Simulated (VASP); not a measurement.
# Cs (P6_3/mmc) in VASP: single point with PBE

Aim: the single point of Cs with PBE.

Everything below comes from runs of VASP 6.6.1. Logs are shortened: lines on timing, memory, paths and dates and some standing lists are left out, and cuts for length are marked.

## (1) The cell of the first run

The structure is hexagonal, space group P6_3/mmc (No. 194). Conventional cell: a = 5.253 Å, b = 5.253 Å, c = 8.638 Å, α = 90.00°, β = 90.00°, γ = 120.00°.

This isn't the form of Cs at room conditions, which is bcc.

## (2) Single point, PBE

Input file INCAR:

```
PREC     = Accurate       # precision mode
ENCUT    = 520            # plane-wave cutoff, eV
EDIFF    = 1E-6           # SCF threshold, eV
ISMEAR   = -1             # smearing method
SIGMA    = 0.05           # smearing width, eV
LREAL    = False          # projectors in reciprocal space
LASPH    = True           # aspherical terms in the spheres
NELM     = 80             # most SCF steps
ALGO     = Normal         # electronic algorithm
ISIF     = 2              # what is computed and relaxed
LWAVE    = False          # write WAVECAR
LCHARG   = False          # write CHGCAR
GGA      = PE             # functional
NBANDS   = 16             # bands
```

Input file KPOINTS:

```
Automatic mesh
0
Gamma
  9 9 5
```

Input file POSCAR:

```
Cs
1.0
    5.2529743025      0.0000000000      0.0000000000
   -2.6264871512      4.5492091914      0.0000000000
    0.0000000000      0.0000000000      8.6379218797
Cs
2
Direct
    0.3333333333      0.6666666667      0.2500000000
    0.6666666667      0.3333333333      0.7500000000
```

Potentials or basis: VASP PAW PBE potentials, release 64 (Cs_sv).

The run is started by

```bash
cat potpaw_PBE.64/Cs_sv/POTCAR > POTCAR
mpirun -np 1 vasp_std > vasp.out
```

OUTCAR:

```text
PREC = Accurate
   ENCUT = 520
   EDIFF = 1E-6
   ISMEAR = -1
   LREAL = False
   LASPH = True
   NELM = 80
   ISIF = 2
   GGA = PE

 ion  position               nearest neighbor table
   1  0.333  0.667  0.250-
   2  0.667  0.333  0.750-

  LATTYP: Found a hexagonal cell.
 ALAT       =     5.2529743025
 C/A-ratio  =     1.6443868525

  Lattice vectors:

 A1 = (   5.2529743025,   0.0000000000,   0.0000000000)
 A2 = (  -2.6264871512,   4.5492091914,   0.0000000000)
 A3 = (   0.0000000000,   0.0000000000,   8.6379218797)

Analysis of symmetry for initial positions (statically):
=====================================================================
 Subroutine PRICEL returns:
 Original cell was already a primitive cell.

 Routine SETGRP: Setting up the symmetry group for a
 hexagonal supercell.

 Subroutine GETGRP returns: Found 24 space group operations
 (whereof 12 operations were pure point group operations)
 out of a pool of 24 trial point group operations.

The static configuration has the point symmetry D_3d.
 The point group associated with its full space group is D_6h.

Analysis of symmetry for dynamics (positions and initial velocities):
=====================================================================
 Subroutine PRICEL returns:
 Original cell was already a primitive cell.

 Routine SETGRP: Setting up the symmetry group for a
 hexagonal supercell.

 Subroutine GETGRP returns: Found 24 space group operations
 (whereof 12 operations were pure point group operations)
 out of a pool of 24 trial point group operations.

The dynamic configuration has the point symmetry D_3d.
 The point group associated with its full space group is D_6h.

 Subroutine INISYM returns: Found 24 space group operations
 (whereof 12 operations are pure point group operations),
 and found     1 'primitive' translations

----------------------------------------------------------------------------------------

                                     Primitive cell

  volume of cell :     206.4194

  direct lattice vectors                    reciprocal lattice vectors
     5.252974303  0.000000000  0.000000000     0.190368340  0.109909213  0.000000000
    -2.626487151  4.549209191  0.000000000     0.000000000  0.219818425  0.000000000
     0.000000000  0.000000000  8.637921880     0.000000000  0.000000000  0.115768586

  length of vectors
     5.252974303  5.252974302  8.637921880     0.219818425  0.219818425  0.115768586

  position of ions in fractional coordinates (direct lattice)
     0.333333333  0.666666667  0.250000000
     0.666666667  0.333333333  0.750000000

  ion indices of the primitive-cell ions
   primitive index   ion index
                 1           1
                 2           2

----------------------------------------------------------------------------------------

 KPOINTS: Automatic mesh

Automatic generation of k-mesh.
 Grid dimensions read from file:
 generate k-points for:    9    9    5

 Generating k-lattice:

  Cartesian coordinates                     Fractional coordinates (reciprocal lattice)
     0.021152038  0.012212135  0.000000000     0.111111111  0.000000000  0.000000000
     0.000000000  0.024424269  0.000000000     0.000000000  0.111111111  0.000000000
     0.000000000  0.000000000  0.023153717     0.000000000  0.000000000  0.200000000

  Length of vectors
     0.024424269  0.024424269  0.023153717

  Shift w.r.t. Gamma in fractional coordinates (k-lattice)
     0.000000000  0.000000000  0.000000000

 Subroutine IBZKPT returns following result:
 ===========================================

 Found     36 irreducible k-points:

 Following reciprocal coordinates:
            Coordinates               Weight
  0.000000  0.000000  0.000000      1.000000
  0.111111 -0.000000  0.000000      6.000000
  0.222222 -0.000000  0.000000      6.000000
  0.333333 -0.000000  0.000000      6.000000
  0.444444 -0.000000  0.000000      6.000000
  0.111111  0.111111  0.000000      6.000000
[... 16 lines left out ...]
  0.333333  0.222222  0.200000     24.000000
  0.333333  0.333333  0.200000      4.000000
 [... further k-points ...]
   k-points           NKPTS =     36   k-points in BZ     NKDIM =     36   number of bands    NBANDS=     16
   number of dos      NEDOS =    301   number of ions     NIONS =      2
   total plane-waves  NPLWV = 102400
   dimension x,y,z NGX =    40 NGY =   40 NGZ =   64
   dimension x,y,z NGXF=    80 NGYF=   80 NGZF=  128
   ions per type =               2
   NGX,Y,Z   is equivalent  to a cutoff of  12.66, 12.66, 12.32 a.u.
   NGXF,Y,Z  is equivalent  to a cutoff of  25.32, 25.32, 24.63 a.u.
 SYSTEM =  unknown system
   PREC   = accura    normal or accurate (medium, high low for compatibility)
   ISTART =      0    job   : 0-new  1-cont  2-samecut
   ICHARG =      2    charge: 1-file 2-atom 10-const
   ISPIN  =      1    spin polarized calculation?
   LNONCOLLINEAR =      F non collinear calculations
   LSORBIT =      F    spin-orbit coupling
   LASPH  =      T    aspherical Exc in radial PAW
   ENCUT  =  520.0 eV  38.22 Ry    6.18 a.u.   9.77  9.77 16.06*2*pi/ulx,y,z
   NELM   =     80;   NELMIN=  2; NELMDL= -5     # of ELM steps
   EDIFF  = 0.1E-05   stopping-criterion for ELM
   LREAL  =      F    real-space projection
   EDIFFG = 0.1E-04   stopping-criterion for IOM
   NSW    =      0    number of steps for IOM
   IBRION =     -1    ionic relax: 0-MD 1-quasi-New 2-CG
   NFREE  =      0    steps in history (QN), initial steepest desc. (CG)
   ISIF   =      2    stress and relaxation
   ISYM   =      2    0-nonsym 1-usesym 2-fastsym
   POTIM  = 0.5000    time-step for ionic-motion
   TEBEG  =    0.0;   TEEND  =   0.0 temperature during run
   PSTRESS=    0.0 pullay stress
   NELECT =      18.0000    total number of electrons
   NUPDOWN=      -1.0000    fix difference up-down
   EMIN   =  10.00;   EMAX   =-10.00  energy-range for DOS
   EFERMI =   0.00;   METHOD = LEGACY
   ISMEAR =    -1;   SIGMA  =   0.05  broadening in eV -4-tet -1-fermi 0-gaus
   EFERMI_NEDOS =   21; number of points for ismear=-14 and -15
   IALGO  =     38    algorithm
   IMIX   =      4    mixing-type and parameters
     AMIX     =   0.40;   BMIX     =  1.00
     AMIX_MAG =   1.60;   BMIX_MAG =  1.00
  volume/ion in A,a.u.               =     103.21       696.49
  Fermi-wavevector in a.u.,A,eV,Ry     =   0.725965  1.371874  7.170607  0.527025
  Thomas-Fermi vector in A             =   1.816819
   LORBIT       =      0    0 simple, 1 ext, 2 COOP (PROOUT), +10 PAW based schemes
   GGA     = PE    functional components
   LHFCALC =     F    Hartree Fock is set to
   AEXX    =    0.0000 exact exchange contribution
   IVDW    =     0    specifies the selected vdW correction
   LEPSILON=     F    determine dielectric tensor
   LRPA    =     F    only Hartree local field effects (RPA)
 non-spin polarized calculation
  energy-cutoff  :      520.00
  volume of cell :      206.42
 maximum number of plane-waves:      5613
 NGX is ok and might be reduce to    40
   NGX = 19   NGY = 19   NGZ = 33

 number of electron      18.0000001 magnetization

 Free energy of the ion-electron system (eV)
  ---------------------------------------------------
  ext. energy  EPLUGINS =         0.00000000
  ---------------------------------------------------
  free energy    TOTEN  =        -1.69136788 eV

  energy without entropy =       -1.67373096  energy(sigma->0) =       -1.68254942

 E-fermi :   0.7503     XC(G=0):  -5.6859

 val. band max:        0.7191384413   @ k =   0.1111   0.1111   0.2000
 cond. band min:       0.7965846561   @ k =   0.1111  -0.0000   0.0000
 fundamental gap:      0.0774462148
 Fermi energy:         0.7503382208

 k-point     1 :       0.0000    0.0000    0.0000
  band No.  band energies     occupation
      1     -23.0584      2.00000
      2     -23.0485      2.00000
      3      -9.9771      2.00000
      4      -9.8078      2.00000
      5      -9.8078      2.00000
      6      -9.7841      2.00000
[... 8 lines left out ...]
     15       3.5313      0.00000
     16       3.5313      0.00000

 k-point     2 :       0.1111   -0.0000    0.0000
  band No.  band energies     occupation
      1     -23.0573      2.00000
      2     -23.0480      2.00000
      3      -9.9693      2.00000
      4      -9.8259      2.00000
      5      -9.8134      2.00000
      6      -9.8014      2.00000
[... 8 lines left out ...]
     15       3.4200      0.00000
     16       3.6588      0.00000

 k-point     3 :       0.2222   -0.0000    0.0000
  band No.  band energies     occupation
      1     -23.0545      2.00000
      2     -23.0466      2.00000
      3      -9.9483      2.00000
      4      -9.8719      2.00000
      5      -9.8473      2.00000
      6      -9.8270      2.00000
[... 8 lines left out ...]
     15       3.4898      0.00000
     16       3.6675      0.00000

 k-point     4 :       0.3333   -0.0000    0.0000
  band No.  band energies     occupation
      1     -23.0510      2.00000
      2     -23.0453      2.00000
      3      -9.9242      2.00000
      4      -9.9198      2.00000
      5      -9.8970      2.00000
      6      -9.8419      2.00000
[... 8 lines left out ...]
     15       3.2509      0.00000
     16       4.1179      0.00000
[... 324 lines left out ...]
 k-point    22 :       0.2222    0.2222    0.2000
  band No.  band energies     occupation
      1     -23.0489      2.00000
      2     -23.0454      2.00000
      3      -9.9334      2.00000
      4      -9.9244      2.00000
      5      -9.8759      2.00000
      6      -9.8628      2.00000
[... 8 lines left out ...]
     15       2.7294      0.00000
     16       4.0729      0.00000

 k-point    23 :       0.3333    0.2222    0.2000
  band No.  band energies     occupation
      1     -23.0469      2.00000
      2     -23.0451      2.00000
      3      -9.9446      2.00000
      4      -9.9277      2.00000
      5      -9.8902      2.00000
      6      -9.8621      2.00000
[... 8 lines left out ...]
     15       2.9684      0.00000
     16       4.1209      0.00000

 k-point    24 :       0.3333    0.3333    0.2000
  band No.  band energies     occupation
      1     -23.0456      2.00000
      2     -23.0456      2.00000
      3      -9.9241      2.00000
      4      -9.9188      2.00000
      5      -9.9188      2.00000
      6      -9.8782      2.00000
[... 8 lines left out ...]
     15       3.0859      0.00000
     16       4.2365      0.00000

 [... further k-points ...]

------------------------ aborting loop because EDIFF is reached ----------------------------------------

  FORCE on cell =-STRESS in cart. coord.  units (eV):
  Direction    XX          YY          ZZ          XY          YZ          ZX
  --------------------------------------------------------------------------------------
  -------------------------------------------------------------------------------------
  Total        0.3805537      0.3805537      0.3833399      0.0000000     -0.0000000      0.0000000
  in kB        2.9537661      2.9537661      2.9753919      0.0000000     -0.0000000      0.0000000
  external PRESSURE =       2.9609747 kB  Pullay stress =       0.0000000 kB

 VOLUME and BASIS-vectors are now :
 -----------------------------------------------------------------------------
  energy-cutoff  :      520.00
  volume of cell :      206.42
      direct lattice vectors                 reciprocal lattice vectors
     5.252974303  0.000000000  0.000000000     0.190368340  0.109909213  0.000000000
    -2.626487151  4.549209191  0.000000000     0.000000000  0.219818425  0.000000000
     0.000000000  0.000000000  8.637921880     0.000000000  0.000000000  0.115768586

 POSITION                                       TOTAL-FORCE (eV/Angst)
 -----------------------------------------------------------------------------------
     -0.00000      3.03281      2.15948         0.000000      0.000000      0.000000
      2.62649      1.51640      6.47844        -0.000000      0.000000      0.000000
 -----------------------------------------------------------------------------------
    total drift:                                0.000000     -0.000000      0.000000

  FREE ENERGIE OF THE ION-ELECTRON SYSTEM (eV)
  ---------------------------------------------------
  free  energy   TOTEN  =        -1.6913678819 eV

  energy  without entropy=       -1.6737309564  energy(sigma->0) =       -1.68254942
```

Run time: 98 s. Hardware: 1 thread of Intel Xeon Platinum 8488C (Sapphire Rapids), shared host; peak memory 0.34 GiB.

Results:

```yaml
Free_energy: -1.6914 eV
Pressure: 0.3 GPa
Band_gap_on_the_k_mesh: zero (bands 9 and 10 overlap by 1.62 eV)
```

Caveat: spin-orbit coupling is left out, which moves the levels of the heavy elements.

The gap in the log of VASP goes by the Fermi energy; the results here count the filled bands.